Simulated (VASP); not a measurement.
# CoO (F-43m) in VASP: further runs

Runs on CoO. Level: r2SCAN. Tasks: single point, relaxation of cell and atoms.

Program: VASP 6.6.1. These are calculated values, not measurements. Logs are shortened: lines on timing, memory, paths and dates and some standing lists are left out, and cuts for length are marked.

### Step 1. The cell of the first run

It takes space group F-43m (No. 216, cubic). Conventional cell: a = 4.320 Å, b = 4.320 Å, c = 4.320 Å, α = 90.00°, β = 90.00°, γ = 90.00°. Within 2.5 Å of Co (site symmetry -43m) lie 4 O at 1.87 Å. O (site symmetry -43m) has 4 Co at 1.87 Å within 2.5 Å.

### Step 2. Single point, r2SCAN

File POSCAR:

```
CoO
1.0
    0.0000000000      2.1598293986      2.1598293986
    2.1598293986      0.0000000000      2.1598293986
    2.1598293986      2.1598293986      0.0000000000
Co O
1 1
Direct
    0.0000000000      0.0000000000      0.0000000000
    0.2500000000      0.2500000000      0.2500000000
```

File INCAR.step1:

```
PREC = Accurate
ENCUT = 520
ISMEAR = 0
SIGMA = 0.02
LREAL = F
LASPH = T
NELM = 100
NBANDS = 14
GGA = PE
ALGO = Normal
EDIFF = 1E-4
LWAVE = T
LCHARG = F
```

File INCAR.step2:

```
PREC = Accurate
ENCUT = 520
EDIFF = 1E-6
ISMEAR = 0
SIGMA = 0.02
LREAL = F
LASPH = T
NELM = 100
ALGO = Normal
ISIF = 2
LWAVE = F
LCHARG = F
METAGGA = R2SCAN
LMIXTAU = T
NBANDS = 14
ISTART = 1
```

File KPOINTS:

```
regular mesh
0
Gamma
  14 14 14
```

Potentials or basis: VASP PAW PBE potentials, release 64 (Co, O).

Started as:

```bash
$ cat potpaw_PBE.64/Co/POTCAR potpaw_PBE.64/O/POTCAR > POTCAR
$ cp INCAR.step1 INCAR
$ mpirun -np 1 vasp_std > vasp.out
$ cp INCAR.step2 INCAR
$ mpirun -np 1 vasp_std > vasp.out
```

OUTCAR:

```text
PREC = Accurate
   ENCUT = 520
   EDIFF = 1E-6
   ISMEAR = 0
   LREAL = F
   LASPH = T
   NELM = 100
   ISIF = 2
   METAGGA = R2SCAN
   ISTART = 1

 ion  position               nearest neighbor table
   1  0.000  0.000  0.000-   2 1.87   2 1.87   2 1.87   2 1.87
   2  0.250  0.250  0.250-   1 1.87   1 1.87   1 1.87   1 1.87

  LATTYP: Found a face centered cubic cell.
 ALAT       =     4.3196587972

  Lattice vectors:

 A1 = (   0.0000000000,   2.1598293986,   2.1598293986)
 A2 = (   2.1598293986,   0.0000000000,   2.1598293986)
 A3 = (   2.1598293986,   2.1598293986,   0.0000000000)

Analysis of symmetry for initial positions (statically):
=====================================================================
 Subroutine PRICEL returns:
 Original cell was already a primitive cell.

 Routine SETGRP: Setting up the symmetry group for a
 face centered cubic supercell.

 Subroutine GETGRP returns: Found 24 space group operations
 (whereof 24 operations were pure point group operations)
 out of a pool of 48 trial point group operations.

The static configuration has the point symmetry T_d .

Analysis of symmetry for dynamics (positions and initial velocities):
=====================================================================
 Subroutine PRICEL returns:
 Original cell was already a primitive cell.

 Routine SETGRP: Setting up the symmetry group for a
 face centered cubic supercell.

 Subroutine GETGRP returns: Found 24 space group operations
 (whereof 24 operations were pure point group operations)
 out of a pool of 48 trial point group operations.

The dynamic configuration has the point symmetry T_d .

 Subroutine INISYM returns: Found 24 space group operations
 (whereof 24 operations are pure point group operations),
 and found     1 'primitive' translations

----------------------------------------------------------------------------------------

                                     Primitive cell

  volume of cell :      20.1506

  direct lattice vectors                    reciprocal lattice vectors
     0.000000000  2.159829399  2.159829399    -0.231499766  0.231499766  0.231499766
     2.159829399  0.000000000  2.159829399     0.231499766 -0.231499766  0.231499766
     2.159829399  2.159829399  0.000000000     0.231499766  0.231499766 -0.231499766

  length of vectors
     3.054460028  3.054460028  3.054460028     0.400969356  0.400969356  0.400969356

  position of ions in fractional coordinates (direct lattice)
     0.000000000  0.000000000  0.000000000
[... 83 lines left out ...]
   NFREE  =      0    steps in history (QN), initial steepest desc. (CG)
   ISIF   =      2    stress and relaxation
   ISYM   =      2    0-nonsym 1-usesym 2-fastsym
   POTIM  = 0.5000    time-step for ionic-motion
   TEBEG  =    0.0;   TEEND  =   0.0 temperature during run
   PSTRESS=    0.0 pullay stress
   NELECT =      15.0000    total number of electrons
   NUPDOWN=      -1.0000    fix difference up-down
   EMIN   =  10.00;   EMAX   =-10.00  energy-range for DOS
   EFERMI =   0.00;   METHOD = LEGACY
   ISMEAR =     0;   SIGMA  =   0.02  broadening in eV -4-tet -1-fermi 0-gaus
   EFERMI_NEDOS =   21; number of points for ismear=-14 and -15
   IALGO  =     38    algorithm
   IMIX   =      4    mixing-type and parameters
     AMIX     =   0.40;   BMIX     =  1.00
     AMIX_MAG =   1.60;   BMIX_MAG =  1.00
  volume/ion in A,a.u.               =      10.08        67.99
  Fermi-wavevector in a.u.,A,eV,Ry     =   1.483688  2.803763 29.950898  2.201329
  Thomas-Fermi vector in A             =   2.597318
   LORBIT       =      0    0 simple, 1 ext, 2 COOP (PROOUT), +10 PAW based schemes
   METAGGA = R2SCAN    functional components
   LHFCALC =     F    Hartree Fock is set to
   AEXX    =    0.0000 exact exchange contribution
   IVDW    =     0    specifies the selected vdW correction
   LEPSILON=     F    determine dielectric tensor
   LRPA    =     F    only Hartree local field effects (RPA)
 non-spin polarized calculation
 Gauss-broadening in eV      SIGMA  =   0.02
  energy-cutoff  :      520.00
  volume of cell :       20.15
 maximum number of plane-waves:       553
   NGX = 11   NGY = 11   NGZ = 11

 number of electron      15.0000002 magnetization

 Free energy of the ion-electron system (eV)
  ---------------------------------------------------
  ext. energy  EPLUGINS =         0.00000000
  ---------------------------------------------------
  free energy    TOTEN  =       -20.25747525 eV

  energy without entropy =      -20.25689320  energy(sigma->0) =      -20.25718423

 E-fermi :   7.7256     XC(G=0): -12.7020

 val. band max:        7.7065339217   @ k =   0.5000   0.2857   0.0000
 cond. band min:       7.7265391443   @ k =  -0.4286   0.3571   0.0714
 fundamental gap:      0.0200052225
 Fermi energy:         7.7255509130

 k-point     1 :       0.0000    0.0000    0.0000
  band No.  band energies     occupation
      1     -14.9475      2.00000
      2       0.5505      2.00000
      3       0.5505      2.00000
      4       0.5505      2.00000
      5       5.9046      2.00000
      6       5.9046      2.00000
      7       8.2970      0.00000
      8       9.2384      0.00000
      9       9.2384      0.00000
     10       9.2384      0.00000
     11      23.5686      0.00000
     12      23.5686      0.00000
     13      23.5686      0.00000
     14      29.5006      0.00000
[... 377 lines left out ...]
      1     -14.5078      2.00000
      2      -0.3481      2.00000
      3       0.7463      2.00000
      4       0.7953      2.00000
      5       5.6093      2.00000
      6       6.0632      2.00000
      7       7.8650      0.00000
      8       8.4957      0.00000
      9       8.6789      0.00000
     10      11.2969      0.00000
     11      19.8755      0.00000
     12      22.5534      0.00000
     13      23.2243      0.00000
     14      25.5283      0.00000

 [... further k-points ...]
[... 5 lines left out ...]
  --------------------------------------------------------------------------------------
  -------------------------------------------------------------------------------------
  Total        0.0730184      0.0730184      0.0730184      0.0000000      0.0000000      0.0000000
  in kB        5.8056969      5.8056969      5.8056969      0.0000000      0.0000000      0.0000000
  external PRESSURE =       5.8056969 kB  Pullay stress =       0.0000000 kB

 VOLUME and BASIS-vectors are now :
 -----------------------------------------------------------------------------
  energy-cutoff  :      520.00
  volume of cell :       20.15
      direct lattice vectors                 reciprocal lattice vectors
     0.000000000  2.159829399  2.159829399    -0.231499766  0.231499766  0.231499766
     2.159829399  0.000000000  2.159829399     0.231499766 -0.231499766  0.231499766
     2.159829399  2.159829399  0.000000000     0.231499766  0.231499766 -0.231499766

 POSITION                                       TOTAL-FORCE (eV/Angst)
 -----------------------------------------------------------------------------------
      0.00000      0.00000      0.00000         0.000000      0.000000      0.000000
      1.07991      1.07991      1.07991        -0.000000     -0.000000     -0.000000
 -----------------------------------------------------------------------------------
    total drift:                               -0.000019     -0.000019     -0.000019

  FREE ENERGIE OF THE ION-ELECTRON SYSTEM (eV)
  ---------------------------------------------------
  free  energy   TOTEN  =       -20.2574752543 eV

  energy  without entropy=      -20.2568931996  energy(sigma->0) =      -20.25718423
```

OUTCAR.step1:

```text
PREC = Accurate
   ENCUT = 520
   ISMEAR = 0
   LREAL = F
   LASPH = T
[... 628 lines left out ...]
 -----------------------------------------------------------------------------------
      0.00000      0.00000      0.00000        -0.000000      0.000000     -0.000000
      1.07991      1.07991      1.07991         0.000000     -0.000000      0.000000
 -----------------------------------------------------------------------------------
    total drift:                               -0.000000     -0.000000      0.000000

  FREE ENERGIE OF THE ION-ELECTRON SYSTEM (eV)
  ---------------------------------------------------
  free  energy   TOTEN  =       -13.0821598603 eV

  energy  without entropy=      -13.0818144630  energy(sigma->0) =      -13.08198716
```

OSZICAR.step1:

```text
N       E                     dE             d eps       ncg     rms          rms(c)
DAV:   1     0.823296195981E+02    0.82330E+02   -0.69994E+03  2976   0.122E+03
DAV:   2    -0.106715513303E+02   -0.93001E+02   -0.82270E+02  3218   0.260E+02
DAV:   3    -0.155284413315E+02   -0.48569E+01   -0.47249E+01  3308   0.675E+01
DAV:   4    -0.155902449931E+02   -0.61804E-01   -0.61774E-01  3414   0.740E+00
DAV:   5    -0.155920630804E+02   -0.18181E-02   -0.18180E-02  3330   0.127E+00    0.169E+01
DAV:   6    -0.158939206789E+02   -0.30186E+00   -0.28990E+01  2912   0.868E+01    0.180E+01
DAV:   7    -0.131231888801E+02    0.27707E+01   -0.14466E+01  2954   0.756E+01    0.627E+00
DAV:   8    -0.130813976553E+02    0.41791E-01   -0.48903E-01  3948   0.832E+00    0.144E+00
DAV:   9    -0.130824907777E+02   -0.10931E-02   -0.17432E-02  3026   0.125E+00    0.293E-01
DAV:  10    -0.130823604312E+02    0.13035E-03   -0.42111E-03  4044   0.900E-01    0.131E-01
DAV:  11    -0.130822030455E+02    0.15739E-03   -0.27362E-04  3002   0.204E-01    0.827E-02
DAV:  12    -0.130821598603E+02    0.43185E-04   -0.27415E-04  2954   0.156E-01
   1 F= -.13082160E+02 E0= -.13081987E+02  d E =-.345397E-03
```

Run time: 2 min. Hardware: 1 thread of Intel Xeon 8259CL, shared host; peak memory 0.17 GiB.

What came out:

* Free energy: -20.2575 eV
* Pressure: 0.6 GPa
* Band gap on the k mesh: zero (an odd number of electrons rules out a gap without spin polarisation)

Caveat: the PAW data sets were made with another functional, which shifts forces and pressure a little; an odd number of electrons without spin polarisation forces a metal; a magnetic or distorted state may lie lower; the run has no spin polarisation, though such a crystal can be magnetic; semilocal functionals often make such compounds metallic where correlation or magnetic order opens a gap, which also shifts bond lengths. With open d or f shells a metallic result of r2SCAN can be an artefact of self-interaction; +U or a hybrid may open a gap.

### Step 3. Single point, r2SCAN

This run uses another cell than the first one, of 11.72 Å³/atom.

File POSCAR:

```
CoO
1.0
    0.0000000000      2.2712396106      2.2712396106
    2.2712396106      0.0000000000      2.2712396106
    2.2712396106      2.2712396106      0.0000000000
Co O
1 1
Direct
    0.0000000000      0.0000000000      0.0000000000
    0.2500000000      0.2500000000      0.2500000000
```

File INCAR.step1:

```
PREC     = Accurate       # precision mode
ENCUT    = 520            # plane-wave cutoff, eV
ISMEAR   = 0              # smearing method
SIGMA    = 0.02           # smearing width, eV
LREAL    = False          # projectors in reciprocal space
LASPH    = True           # aspherical terms in the spheres
NELM     = 60             # most SCF steps
NBANDS   = 14             # bands
GGA      = PE             # functional
ALGO     = Normal         # electronic algorithm
EDIFF    = 1E-4           # SCF threshold, eV
LWAVE    = True           # write WAVECAR
LCHARG   = False          # write CHGCAR
```

File INCAR.step2:

```
PREC     = Accurate       # precision mode
ENCUT    = 520            # plane-wave cutoff, eV
EDIFF    = 1E-6           # SCF threshold, eV
ISMEAR   = 0              # smearing method
SIGMA    = 0.02           # smearing width, eV
LREAL    = False          # projectors in reciprocal space
LASPH    = True           # aspherical terms in the spheres
NELM     = 60             # most SCF steps
ALGO     = Normal         # electronic algorithm
ISIF     = 2              # what is computed and relaxed
LWAVE    = False          # write WAVECAR
LCHARG   = False          # write CHGCAR
METAGGA  = R2SCAN         # meta-GGA
LMIXTAU  = True         
NBANDS   = 14             # bands
ISTART   = 1
```

KPOINTS is that of step 2.

Potentials or basis: VASP PAW PBE potentials, release 64 (Co, O).

Started as:

```bash
$ cat potpaw_PBE.64/Co/POTCAR potpaw_PBE.64/O/POTCAR > POTCAR
$ cp INCAR.step1 INCAR
$ mpirun -np 1 vasp_std > vasp.out
$ cp INCAR.step2 INCAR
$ mpirun -np 1 vasp_std > vasp.out
```

OUTCAR:

```text
PREC = Accurate
   ENCUT = 520
   EDIFF = 1E-6
   ISMEAR = 0
   LREAL = False
   LASPH = True
   NELM = 60
   ISIF = 2
   METAGGA = R2SCAN
   ISTART = 1

 ion  position               nearest neighbor table
   1  0.000  0.000  0.000-   2 1.97   2 1.97   2 1.97   2 1.97
   2  0.250  0.250  0.250-   1 1.97   1 1.97   1 1.97   1 1.97

  LATTYP: Found a face centered cubic cell.
 ALAT       =     4.5424792212

  Lattice vectors:

 A1 = (   0.0000000000,   2.2712396106,   2.2712396106)
 A2 = (   2.2712396106,   0.0000000000,   2.2712396106)
 A3 = (   2.2712396106,   2.2712396106,   0.0000000000)

Analysis of symmetry for initial positions (statically):
=====================================================================
 Subroutine PRICEL returns:
 Original cell was already a primitive cell.

 Routine SETGRP: Setting up the symmetry group for a
 face centered cubic supercell.

 Subroutine GETGRP returns: Found 24 space group operations
 (whereof 24 operations were pure point group operations)
 out of a pool of 48 trial point group operations.

The static configuration has the point symmetry T_d .

Analysis of symmetry for dynamics (positions and initial velocities):
[... 174 lines left out ...]
      7       6.1476      0.00000
      8       6.9711      0.00000
      9       6.9711      0.00000
     10       6.9711      0.00000
     11      20.4957      0.00000
     12      20.4957      0.00000
     13      20.4958      0.00000
     14      26.2541      0.00000
[... 377 lines left out ...]
      1     -15.3276      2.00000
      2      -1.1027      2.00000
      3      -0.1418      2.00000
      4      -0.1014      2.00000
      5       4.0487      2.00000
      6       4.3727      2.00000
      7       5.8374      0.00000
      8       6.3732      0.00000
      9       6.4862      0.00000
     10       8.9302      0.00000
     11      17.0906      0.00000
     12      19.4422      0.00000
     13      20.1192      0.00000
     14      22.2660      0.00000

 [... further k-points ...]

------------------------ aborting loop because EDIFF is reached ----------------------------------------

  FORCE on cell =-STRESS in cart. coord.  units (eV):
  Direction    XX          YY          ZZ          XY          YZ          ZX
  --------------------------------------------------------------------------------------
  -------------------------------------------------------------------------------------
  Total       -3.2645185     -3.2645185     -3.2645185      0.0000000      0.0000000      0.0000000
  in kB     -223.2085700   -223.2085700   -223.2085700      0.0000000      0.0000000      0.0000000
  external PRESSURE =    -223.2085700 kB  Pullay stress =       0.0000000 kB

 VOLUME and BASIS-vectors are now :
 -----------------------------------------------------------------------------
  energy-cutoff  :      520.00
  volume of cell :       23.43
      direct lattice vectors                 reciprocal lattice vectors
     0.000000000  2.271239611  2.271239611    -0.220144100  0.220144100  0.220144100
     2.271239611  0.000000000  2.271239611     0.220144100 -0.220144100  0.220144100
     2.271239611  2.271239611  0.000000000     0.220144100  0.220144100 -0.220144100

 POSITION                                       TOTAL-FORCE (eV/Angst)
 -----------------------------------------------------------------------------------
      0.00000      0.00000      0.00000        -0.000000     -0.000000     -0.000000
      1.13562      1.13562      1.13562         0.000000      0.000000      0.000000
 -----------------------------------------------------------------------------------
    total drift:                               -0.000020     -0.000020     -0.000020

  FREE ENERGIE OF THE ION-ELECTRON SYSTEM (eV)
  ---------------------------------------------------
  free  energy   TOTEN  =       -20.0013646299 eV

  energy  without entropy=      -20.0005260649  energy(sigma->0) =      -20.00094535
```

OUTCAR.step1:

```text
PREC = Accurate
   ENCUT = 520
   ISMEAR = 0
   LREAL = False
   LASPH = True
[... 629 lines left out ...]
      0.00000      0.00000      0.00000        -0.000000      0.000000     -0.000000
      1.13562      1.13562      1.13562         0.000000     -0.000000      0.000000
 -----------------------------------------------------------------------------------
    total drift:                               -0.000000     -0.000000     -0.000000

  FREE ENERGIE OF THE ION-ELECTRON SYSTEM (eV)
  ---------------------------------------------------
  free  energy   TOTEN  =       -12.9356334864 eV

  energy  without entropy=      -12.9349693376  energy(sigma->0) =      -12.93530141
```

OSZICAR.step1:

```text
N       E                     dE             d eps       ncg     rms          rms(c)
DAV:   1     0.840086662524E+02    0.84009E+02   -0.68793E+03  2920   0.117E+03
DAV:   2    -0.980955700405E+01   -0.93818E+02   -0.82031E+02  3244   0.253E+02
DAV:   3    -0.155047120854E+02   -0.56952E+01   -0.55208E+01  3374   0.701E+01
DAV:   4    -0.155762950466E+02   -0.71583E-01   -0.71548E-01  3298   0.792E+00
DAV:   5    -0.155783246848E+02   -0.20296E-02   -0.20296E-02  3468   0.137E+00    0.143E+01
DAV:   6    -0.169597466365E+02   -0.13814E+01   -0.36520E+01  2912   0.876E+01    0.212E+01
DAV:   7    -0.130016292918E+02    0.39581E+01   -0.22135E+01  3008   0.858E+01    0.463E+00
DAV:   8    -0.129357267402E+02    0.65903E-01   -0.73114E-01  3748   0.960E+00    0.150E+00
DAV:   9    -0.129370479331E+02   -0.13212E-02   -0.34039E-02  3764   0.178E+00    0.429E-01
DAV:  10    -0.129361061650E+02    0.94177E-03   -0.10421E-02  4164   0.139E+00    0.181E-01
DAV:  11    -0.129356775895E+02    0.42858E-03   -0.87140E-04  3870   0.340E-01    0.853E-02
DAV:  12    -0.129356334864E+02    0.44103E-04   -0.36688E-04  2978   0.172E-01
   1 F= -.12935633E+02 E0= -.12935301E+02  d E =-.664149E-03
```

Run time: 2.4 min. Hardware: 1 thread of Intel Xeon 8259CL, shared host; peak memory 0.17 GiB.

Results:

* Free energy: -20.0014 eV
* Pressure: -22.3 GPa
* Band gap on the k mesh: zero (an odd number of electrons rules out a gap without spin polarisation)

Caveat: the cell stands under tension; the PAW data sets were made with another functional, which shifts forces and pressure a little; an odd number of electrons without spin polarisation forces a metal; a magnetic or distorted state may lie lower; the run has no spin polarisation, though such a crystal can be magnetic; semilocal functionals often make such compounds metallic where correlation or magnetic order opens a gap, which also shifts bond lengths. Spin polarisation is off, so any magnetic state and its effect on volume and gap are missing.

[end of part 1 of 2]
